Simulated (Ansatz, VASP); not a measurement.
# Two plane-wave programs on I

```xyz
1
Lattice="2.4507 -4.4706 -0.1276 2.4507 4.4706 -0.1276 -1.6858 0.0000 2.4306" Properties=species:S:1:pos:R:3 pbc="T T T"
I     1.6078    0.0000    1.0877
```

Alike in both runs: functional PBE; k mesh 12 × 12 × 18; occupations gaussian, width 0.1 eV; no spin polarisation.

Ansatz relaxed the structure, and its values are those at the end. VASP's run is a single point on that final structure, the one shown.

|  | VASP | Ansatz |
| --- | --- | --- |
| version | VASP 6.6.1 | Ansatz 0.2.0 |
| potentials or method | VASP PAW PBE potentials, release 64 (I), cutoff 520 eV | scalar-relativistic, plane waves, PAW |
| valence electrons in the cell | 7 | 17 |

|  | VASP | Ansatz | Ansatz less VASP |
| --- | --- | --- | --- |
| gap on the k mesh at the Fermi level (eV) | none | none | - |
| pressure (GPa) | 0.0 | 0.0 | +0.04 |

A gap of «none» marks a metal or a gap that the smearing closes. VASP's potentials hold 7 valence electrons a cell and Ansatz's 17, so a difference there can come from the potentials and not from the codes.

Neither program's run includes spin-orbit coupling.
